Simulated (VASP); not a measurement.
Input of a VASP 6.6.1 run:

File INCAR:

```
SYSTEM = Y
ALGO = Normal
EDIFF = 1E-7
EDIFFG = -0.01
ENCUT = 600
GGA = PS
IBRION = 2
ISIF = 3
ISMEAR = -1
LASPH = .True.
LCHARG = .False.
LREAL = .False.
LWAVE = .False.
NELM = 80
NSW = 80
PREC = Accurate
SIGMA = 0.1
```

KPOINTS

```
k-points
0
Gamma
  13 13 7
  0 0 0
```

Contents of POSCAR:

```
Y
1.0
    3.6474000000      0.0000000000      0.0000000000
   -1.8237000000      3.1587400000      0.0000000000
    0.0000000000      0.0000000000      5.7306000000
Y
2
Direct
    0.3333333333      0.6666666667      0.2500000000
    0.6666666667      0.3333333333      0.7500000000
```

Potentials or basis: VASP PAW PBE potentials, release 64 (Y_sv).

Run with:

```bash
$ cat potpaw_PBE.64/Y_sv/POTCAR > POTCAR
$ mpirun -np 1 vasp_std > vasp.out
```

(1) What does it give for the relaxed cell?

(2) Estimate the band gap on the k mesh.

(3) What does it give for the relaxed volume?

(4) Predict the space group after relaxing (to 0.1 Å).

Answers

(1) a = 3.591 Å, b = 3.591 Å, c = 5.610 Å, α = 90.00°, β = 90.00°, γ = 120.00°.

(2) zero (bands 11 and 12 overlap by 1.54 eV).

(3) 31.32 Å³/atom.

(4) P6_3/mmc (No. 194).

Caveat: the PAW data sets were made with another functional, which shifts forces and pressure a little.
